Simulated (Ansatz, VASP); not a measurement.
**One calculation of Ga2O3, two programs**

```
CELL_PARAMETERS angstrom
6.12784 -1.51953 0.00253
6.12784 1.51953 0.00253
-1.38839 0.00000 5.63998
ATOMIC_POSITIONS crystal
Ga 0.09052 0.09052 0.79479
Ga 0.90948 0.90948 0.20521
Ga 0.65873 0.65873 0.31448
Ga 0.34127 0.34127 0.68552
O 0.16421 0.16421 0.10916
O 0.83579 0.83579 0.89084
O 0.17334 0.17334 0.56352
O 0.82666 0.82666 0.43648
O 0.49597 0.49597 0.23543
O 0.50371 0.50371 0.74376
```

Alike in both runs: task single point; functional r2SCAN; k mesh 8 × 8 × 4; occupations gaussian, width 0.05 eV; no spin polarisation.

```csv
,VASP,Ansatz
version,VASP 6.6.1,Ansatz 0.2.0
potentials or method,"VASP PAW PBE potentials, release 64 (Ga_d, O), cutoff 520 eV","scalar-relativistic, plane waves, PAW"
valence electrons in the cell,88,88
```

Ansatz gave:

| Item | Value |
| --- | --- |
| gap on the k mesh at the Fermi level (eV) | 3.02 |
| least direct gap on the mesh (eV) | 3.07 |
| pressure (GPa) | 0.1 |
| traceless stress, the component that is largest in VASP (GPa) | 0.30 |
| rms of the force components (eV/Å) | 0.156 |

**Question.** Estimate VASP's values.

**Answer.** gap on the k mesh at the Fermi level (eV): 3.00; least direct gap on the mesh (eV): 3.06; pressure (GPa): 1.9; traceless stress, the component that is largest in VASP (GPa): 0.33; rms of the force components (eV/Å): 0.161.

VASP's potentials were made for PBE, not for r2SCAN. Atom by atom the forces differ by 0.035 eV/Å (rms over components).
